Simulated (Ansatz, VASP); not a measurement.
One calculation of Li2TaO3, two programs

```xyz
6
Lattice="0.0000 2.1872 6.1838 2.1504 0.0000 6.1838 2.1504 2.1872 0.0000" Properties=species:S:1:pos:R:3 pbc="T T T"
Li    2.1504    2.1872    3.8959
Li    2.1504    2.1872    8.4717
Ta    0.0000    0.0000    0.0000
O     2.1504    2.1872    6.1838
O     2.1504    2.1872   10.4379
O     2.1504    2.1872    1.9297
```

Change from the starting cell: species swapped into the MgFe2O3 type (Fmmm, No. 69).

Alike in both runs: functional PBE; k mesh 6 × 6 × 6; occupations gaussian, width 0.1 eV; no spin polarisation.

Ansatz relaxed the structure, and its values are those at the end. VASP's run is a single point on that final structure, the one shown.

```csv
,VASP,Ansatz
version,VASP 6.6.1,Ansatz 0.2.0
potentials or method,"VASP PAW PBE potentials, release 64 (Li_sv, Ta_sv_GW, O), cutoff 880 eV","scalar-relativistic, plane waves, PAW"
valence electrons in the cell,37,37
```

|  | VASP | Ansatz | Ansatz less VASP |
| --- | --- | --- | --- |
| gap on the k mesh at the Fermi level (eV) | none | none | - |
| pressure (GPa) | 0.0 | -0.2 | -0.13 |
| rms of the force components (eV/Å) | 0.023 | 0.004 | -0.0193 |

A gap of «none» marks a metal or a gap that the smearing closes. With one functional, cell and mesh, what is left measures potentials, basis and numerics.

Spin-orbit coupling is off throughout.
